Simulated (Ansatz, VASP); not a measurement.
**BN: VASP beside Ansatz**

File INCAR:

```
  PREC = Accurate
  ENCUT = 600
  EDIFF = 1E-6
  ISMEAR = 0
  SIGMA = 0.1
  LREAL = F
  LASPH = T
  NELM = 120
  ALGO = Normal
  ISIF = 2
  LWAVE = F
  LCHARG = F
  GGA = PE
  NBANDS = 11
  GGA_COMPAT = F
```

Contents of KPOINTS:

```
regular mesh
0
Gamma
  8 8 8
```

The input POSCAR:

```
BN
1.0
    0.0000000000      1.8130010000      1.8130010000
    1.8130010000      0.0000000000      1.8130010000
    1.8130010000      1.8130010000      0.0000000000
B N
1 1
Direct
    0.0000000000      0.0000000000      0.0000000000
    0.7500000000      0.7500000000      0.7500000000
```

Input for Ansatz:

```yaml
crystal:
  lattice:
    - [0.0, 1.813001, 1.813001]
    - [1.813001, 0.0, 1.813001]
    - [1.813001, 1.813001, 0.0]
  atoms:
    - { symbol: B, position: [0.0, 0.0, 0.0] }
    - { symbol: "N", position: [0.75, 0.75, 0.75] }
basis:
  ecutwfc: 520.0
kpoints:
  mp_grid: { grid: [8, 8, 8] }
hamiltonian:
  xc: pbe
scf:
  occupations: { method: gaussian, width: 0.1 }
output:
  forces: true
  stress: true
  eigenvalues: true
```

Alike in both runs: task single point; functional PBE; k mesh 8 × 8 × 8; occupations gaussian, width 0.1 eV; no spin polarisation.

|  | VASP | Ansatz |
| --- | --- | --- |
| version | VASP 6.6.1 | Ansatz 0.2.0 |
| potentials or method | VASP PAW PBE potentials, release 64 (B, N), cutoff 600 eV | scalar-relativistic, plane waves, PAW |
| valence electrons in the cell | 8 | 8 |

|  | VASP | Ansatz | Ansatz less VASP |
| --- | --- | --- | --- |
| gap on the k mesh at the Fermi level (eV) | 4.45 | 4.46 | +0.010 |
| least direct gap on the mesh (eV) | 8.78 | 8.79 | +0.010 |
| pressure (GPa) | -0.4 | -0.4 | +0.07 |

With one functional, cell and mesh, what is left measures potentials, basis and numerics.
